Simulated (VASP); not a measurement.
Here is a VASP 6.6.1 calculation.

File INCAR:

```
SYSTEM = Co
ALGO = Normal
EDIFF = 1E-6
ENCUT = 600
GGA = PE
GGA_COMPAT = .False.
ISIF = 2
ISMEAR = 1
ISPIN = 2
LASPH = .True.
LCHARG = .False.
LMAXMIX = 4
LORBIT = 11
LREAL = .False.
LWAVE = .False.
MAGMOM = 1.7 1.7
NBANDS = 20
NELM = 200
PREC = Accurate
SIGMA = 0.1
```

Contents of KPOINTS:

```
k-points
0
Gamma
  18 18 10
  0 0 0
```

File POSCAR:

```
Co
1.0
    2.4924459908      0.0000000291      0.0000000000
   -1.2462230206      2.1585215310      0.0000000000
    0.0000000000      0.0000000000      4.0323838980
Co
2
Direct
    0.3333333333      0.6666666667      0.2500000000
    0.6666666667      0.3333333333      0.7500000000
```

Potentials or basis: VASP PAW PBE potentials, release 64 (Co).

The run is started by

```bash
$ cat potpaw_PBE.64/Co/POTCAR > POTCAR
$ mpirun -np 1 vasp_std > vasp.out
```

Question: Predict the site moments.

Answer: Co +1.62 μB.

Question: Predict the net moment.

Answer: 3.19 μB per cell.

Question: Predict the pressure.

Answer: -0.8 GPa.
